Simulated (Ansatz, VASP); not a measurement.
One calculation of Ca2TaO3, two programs

Contents of INCAR:

```
PREC     = Accurate       # precision mode
ENCUT    = 600            # plane-wave cutoff, eV
EDIFF    = 1E-6           # SCF threshold, eV
ISMEAR   = 0              # smearing method
SIGMA    = 0.1            # smearing width, eV
LREAL    = False          # projectors in reciprocal space
LASPH    = True           # aspherical terms in the spheres
NELM     = 120            # most SCF steps
ALGO     = Normal         # electronic algorithm
ISIF     = 2              # what is computed and relaxed
LWAVE    = False          # write WAVECAR
LCHARG   = True           # write CHGCAR
GGA      = PE             # functional
LELF     = True           # ELF
LVHAR    = True         
NBANDS   = 34             # bands
GGA_COMPAT= False
```

KPOINTS

```
regular mesh
0
Gamma
  6 6 4
```

File POSCAR:

```
Ca2TaO3
1.0
    4.0202894800      0.0000000000      0.0000000000
   -2.0101447400      3.4816728200      0.0000000000
    0.0000000000      0.0000000000      7.3257312100
Ca Ta O
2 1 3
Direct
    0.0000000000      0.0000000000      0.2077621500
    0.0000000000      0.0000000000      0.7922378500
    0.0000000000      0.0000000000      0.5000000000
    0.0000000000      0.0000000000      0.0000000000
    0.3333333300      0.6666666700      0.0000000000
    0.6666666700      0.3333333300      0.0000000000
```

Input for Ansatz:

```yaml
crystal:
  lattice:
    - [4.02028948, 0.0, 0.0]
    - [-2.01014474, 3.48167282, 0.0]
    - [0.0, 0.0, 7.32573121]
  atoms:
    - { symbol: Ca, position: [0.0, 0.0, 0.20776215] }
    - { symbol: Ca, position: [0.0, 0.0, 0.79223785] }
    - { symbol: Ta, position: [0.0, 0.0, 0.5] }
    - { symbol: O, position: [0.0, 0.0, 0.0] }
    - { symbol: O, position: [0.33333333, 0.66666667, 0.0] }
    - { symbol: O, position: [0.66666667, 0.33333333, 0.0] }
basis:
  ecutwfc: 420
kpoints:
  mp_grid: { grid: [6, 6, 4] }
hamiltonian:
  xc: pbe
scf:
  occupations: { method: gaussian, width: 0.1 }
  lower_state_search: "off"
output:
  forces: true
  stress: true
  eigenvalues: true
```

Alike in both runs: task single point; functional PBE; k mesh 6 × 6 × 4; occupations gaussian, width 0.1 eV; no spin polarisation.

```csv
,VASP,Ansatz
version,VASP 6.6.1,Ansatz 0.2.0
potentials or method,"VASP PAW PBE potentials, release 64 (Ca_sv, Ta_pv, O), cutoff 600 eV","scalar-relativistic, plane waves, PAW"
valence electrons in the cell,49,51
```

VASP gave:

```
gap on the k mesh at the Fermi level (eV) : none
rms of the force components (eV/Å)        : 3.584
```

Task: What did Ansatz give for the same quantities?

Result: gap on the k mesh at the Fermi level (eV): none; rms of the force components (eV/Å): 3.058.

Atom by atom the forces differ by 0.526 eV/Å (rms over components). A gap of «none» marks a metal or a gap that the smearing closes. VASP's potentials hold 49 valence electrons a cell and Ansatz's 51, so a difference there can come from the potentials and not from the codes.

Neither program's run includes spin-orbit coupling.
